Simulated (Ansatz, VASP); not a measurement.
MoSe3: VASP beside Ansatz

```
Mo Se
1.0
     4.49782    0.00000    0.00000
     0.00000    4.49782    0.00000
     0.00000    0.00000    4.49782
Mo Se
1 3
Direct
  0.00000 0.00000 0.00000
  0.00000 0.50000 0.50000
  0.50000 0.00000 0.50000
  0.50000 0.50000 0.00000
```

Alike in both runs: task relaxation of cell and atoms; functional PBE; k mesh 4 × 4 × 4; occupations gaussian, width 0.1 eV; collinear spin.

```csv
,VASP,Ansatz
version,VASP 6.6.1,Ansatz 0.2.0
potentials or method,"VASP PAW PBE potentials, release 64 (Mo_sv, Se), cutoff 600 eV","scalar-relativistic, plane waves, PAW"
valence electrons in the cell,32,62
```

|  | VASP | Ansatz | Ansatz less VASP |
| --- | --- | --- | --- |
| gap on the k mesh at the Fermi level, each at its own relaxed structure (eV) | none | none | - |
| net moment per atom (μB) | 0.00 | 0.71 | +0.712 |
| size of the moment on the site where the two differ most (μB) | 0.00 | 2.48 | +2.480 |
| relaxed volume (Å³/atom) | 18.68 | 19.58 | +0.902 |
| relaxed length of the cell vector where the two differ most in proportion (Å) | 4.212 | 4.279 | +0.0667 |

The net moments are unlike, so the other rows may belong to different states. Site moments also hang on the region over which each program counts them. A gap of «none» marks a metal or a gap that the smearing closes. VASP's potentials hold 32 valence electrons a cell and Ansatz's 62, so a difference there can come from the potentials and not from the codes.

Noted on VASP's run: the volume moved by over 15 % at a fixed basis, so the end points are rough.
